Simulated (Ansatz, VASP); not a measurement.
# Hf2H3 in VASP and in Ansatz

Contents of INCAR:

```
  ALGO = Normal
  EDIFF = 1E-6
  EDIFFG = -0.01
  ENCUT = 600
  GGA = PE
  IBRION = 2
  ISIF = 3
  ISMEAR = 0
  LASPH = True
  LCHARG = False
  LREAL = False
  LWAVE = False
  NELM = 60
  NSW = 100
  PREC = Accurate
  SIGMA = 0.1
```

The input KPOINTS:

```
k-points
0
Gamma
  12 12 14
```

POSCAR

```
Hf2H3
1.0
    5.2378910326      0.0000000000      0.0000000000
   -2.6189455163      4.5361466965      0.0000000000
    0.0000000000      0.0000000000      2.8804028507
Hf H
2 3
Direct
    0.3333333333      0.6666666667      0.0000000000
    0.6666666667      0.3333333333      0.0000000000
    0.0000000000      0.0000000000      0.1713100879
    0.0000000000      0.0000000000      0.8286899121
    0.0000000000      0.0000000000      0.5000000000
```

Input for Ansatz:

```yaml
crystal:
  lattice:
    - [5.2378910326, 0.0, 0.0]
    - [-2.6189455163, 4.5361466965, 0.0]
    - [0.0, 0.0, 2.8804028507]
  atoms:
    - { symbol: Hf, position: [0.3333333333, 0.6666666667, 0.0] }
    - { symbol: Hf, position: [0.6666666667, 0.3333333333, 0.0] }
    - { symbol: H, position: [0.0, 0.0, 0.1713100879] }
    - { symbol: H, position: [0.0, 0.0, 0.8286899121] }
    - { symbol: H, position: [0.0, 0.0, 0.5] }
basis:
  ecutwfc: 420
kpoints:
  mp_grid: { grid: [12, 12, 14] }
hamiltonian:
  xc: pbe
scf:
  occupations: { method: gaussian, width: 0.1 }
output:
  forces: true
  stress: true
  eigenvalues: true
relax:
  adjacent_minimum: "off"
  f_tol: 0.01
  max_steps: 80
  cell: { stress_tol: 0.05 }
```

Alike in both runs: task relaxation of cell and atoms; functional PBE; k mesh 12 × 12 × 14; occupations gaussian, width 0.1 eV; no spin polarisation.

|  | VASP | Ansatz |
| --- | --- | --- |
| version | VASP 6.6.1 | Ansatz 0.2.0 |
| potentials or method | VASP PAW PBE potentials, release 64 (Hf_pv, H), cutoff 600 eV | scalar-relativistic, plane waves, PAW |
| valence electrons in the cell | 23 | 55 |

Ansatz gave:

```
gap on the k mesh at the Fermi level, each at its own relaxed structure (eV) : none
relaxed volume (Å³/atom)                                                     : 13.52
relaxed cell length with the largest relative difference (Å)                 : 5.181
```

Q: Which values does VASP return?

A: gap on the k mesh at the Fermi level, each at its own relaxed structure (eV): none; relaxed volume (Å³/atom): 13.45; relaxed cell length with the largest relative difference (Å): 5.168.

A gap of «none» marks a metal or a gap that the smearing closes. VASP's potentials hold 23 valence electrons a cell and Ansatz's 55, so a difference there can come from the potentials and not from the codes.

Neither program's run includes spin-orbit coupling.
